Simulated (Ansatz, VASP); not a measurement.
## ScSi3: VASP beside Ansatz

```
CELL_PARAMETERS angstrom
3.96912 0.00000 0.00000
0.00000 3.96912 0.00000
0.00000 0.00000 3.96912
ATOMIC_POSITIONS crystal
Sc 0.00000 0.00000 0.00000
Si 0.00000 0.50000 0.50000
Si 0.50000 0.00000 0.50000
Si 0.50000 0.50000 0.00000
```

Alike in both runs: task single point; functional PBE; k mesh 4 × 4 × 4; occupations gaussian, width 0.1 eV; no spin polarisation.

```csv
,VASP,Ansatz
version,VASP 6.6.1,Ansatz 0.2.0
potentials or method,"VASP PAW PBE potentials, release 64 (Sc_sv, Si), cutoff 500 eV","scalar-relativistic, plane waves, PAW"
valence electrons in the cell,23,23
```

```csv
,VASP,Ansatz,Ansatz less VASP
gap on the k mesh at the Fermi level (eV),none,none,-
pressure (GPa),-0.2,-0.4,-0.13
```

A gap of «none» marks a metal or a gap that the smearing closes.

The k mesh is coarse, so the values compare programs but aren't converged.
